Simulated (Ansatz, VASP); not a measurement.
# Two plane-wave programs on GaMo

INCAR

```
PREC     = Accurate       # precision mode
ENCUT    = 600            # plane-wave cutoff, eV
EDIFF    = 1E-6           # SCF threshold, eV
ISMEAR   = 0              # smearing method
SIGMA    = 0.1            # smearing width, eV
LREAL    = False          # projectors in reciprocal space
LASPH    = True           # aspherical terms in the spheres
NELM     = 60             # most SCF steps
ALGO     = Fast           # electronic algorithm
ISIF     = 3              # what is computed and relaxed
LWAVE    = False          # write WAVECAR
LCHARG   = False          # write CHGCAR
GGA      = PE             # functional
IBRION   = 2              # ionic algorithm
NSW      = 100            # ionic steps
EDIFFG   = -0.01          # ionic threshold
```

Contents of KPOINTS:

```
Automatic mesh
0
Gamma
  18 18 10
```

POSCAR

```
GaMo
1.0
    2.8676860419      0.0000000000      0.0000000000
   -1.4338430209      2.4834889623      0.0000000000
    0.0000000000      0.0000000000      4.3898390165
Ga Mo
1 1
Direct
    0.3333333333      0.6666666667      0.0000000000
    0.0000000000      0.0000000000      0.5000000000
```

Input for Ansatz:

```yaml
crystal:
  lattice:
    - [2.8676860419, 0.0, 0.0]
    - [-1.4338430209, 2.4834889623, 0.0]
    - [0.0, 0.0, 4.3898390165]
  atoms:
    - { symbol: Ga, position: [0.3333333333, 0.6666666667, 0.0] }
    - { symbol: Mo, position: [0.0, 0.0, 0.5] }
basis:
  ecutwfc: 420
kpoints:
  mp_grid: { grid: [18, 18, 10] }
hamiltonian:
  xc: pbe
scf:
  occupations: { method: gaussian, width: 0.1 }
output:
  forces: true
  stress: true
  eigenvalues: true
relax:
  adjacent_minimum: "off"
  f_tol: 0.01
  max_steps: 80
  cell: { stress_tol: 0.05 }
```

Change from the starting cell: species swapped into the MgAl type (P-6m2, No. 187).

Alike in both runs: task relaxation of cell and atoms; functional PBE; k mesh 18 × 18 × 10; occupations gaussian, width 0.1 eV; no spin polarisation.

|  | VASP | Ansatz |
| --- | --- | --- |
| version | VASP 6.6.1 | Ansatz 0.2.0 |
| potentials or method | VASP PAW PBE potentials, release 64 (Ga_d, Mo_sv), cutoff 600 eV | scalar-relativistic, plane waves, PAW |
| valence electrons in the cell | 27 | 27 |

|  | VASP | Ansatz | Ansatz less VASP |
| --- | --- | --- | --- |
| gap on the k mesh at the Fermi level, each at its own relaxed structure (eV) | none | none | - |
| relaxed volume (Å³/atom) | 15.65 | 15.62 | -0.027 |
| relaxed length of the cell vector where the two differ most in proportion (Å) | 4.381 | 4.376 | -0.0052 |

A gap of «none» marks a metal or a gap that the smearing closes.
